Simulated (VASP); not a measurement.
## AlN: relaxation of the atoms with LDA

Crystal: AlN.

```
Al N
1.0
     3.02680    0.00000    0.00000
    -1.51340    2.62129    0.00000
     0.00000    0.00000    4.54810
Al N
2 2
Direct
  0.33333 0.66667 0.00152
  0.66667 0.33333 0.50152
  0.33333 0.66667 0.38348
  0.66667 0.33333 0.88348
```

- Program: VASP 6.6.1
- Task: relaxation of the atoms
- Functional: LDA
- Potentials or basis: VASP PAW LDA potentials, release 64 (Al, N)
- Cutoff: 520 eV
- k mesh: 9 × 9 × 6
- Occupations: gaussian, width 0.05 eV
- Spin: no spin polarisation
- Dipole correction: no
- Further INCAR settings: ALGO = Normal; EDIFF = 1e-06; IBRION = 2; EDIFFG = -0.01; NSW = 50

```yaml
Energy_gained_by_relaxing: 33.7 meV/atom
Ionic_steps: 3
Pressure_after_relaxing: 32.0 GPa
Band_gap_on_the_k_mesh: 4.81 eV, indirect (least direct gap 5.05 eV)
```

Stress tensor (GPa, compression positive):
```
29.58  0.00  0.00
 0.00 29.58  0.00
 0.00  0.00 36.78
```

Step by step:
```csv
step,energy change (eV),largest force (eV/Å),pressure (GPa)
1,0.0000,1.7344,34.90
2,-0.0509,0.9137,31.21
3,-0.1347,0.0011,31.98
```

Final structure:
```
Al N
1.0
     3.02680    0.00000    0.00000
    -1.51340    2.62129    0.00000
     0.00000    0.00000    4.54810
Al N
2 2
Cartesian
  0.0000 1.7475 4.5124
  1.5134 0.8738 2.2384
  0.0000 1.7475 1.7867
  1.5134 0.8738 4.0607
```

Levels at points of the mesh, in eV from the valence-band top:
| k point | band 6 | band 7 | band 8 | band 9 | band 10 | band 11 |
| --- | --- | --- | --- | --- | --- | --- |
| (0.00, 0.00, 0.00) | -0.96 | -0.96 | 0.00 | 5.05 | 6.80 | 10.83 |
| (0.00, 0.00, 0.50) | -1.43 | -1.43 | -1.43 | 7.04 | 7.04 | 11.12 |

Wall time 21 s on 1 thread of Intel(R) Xeon(R) 6975P-C (Granite Rapids), on a shared host, peak memory 0.13 GiB.

A k mesh can miss the band edges.
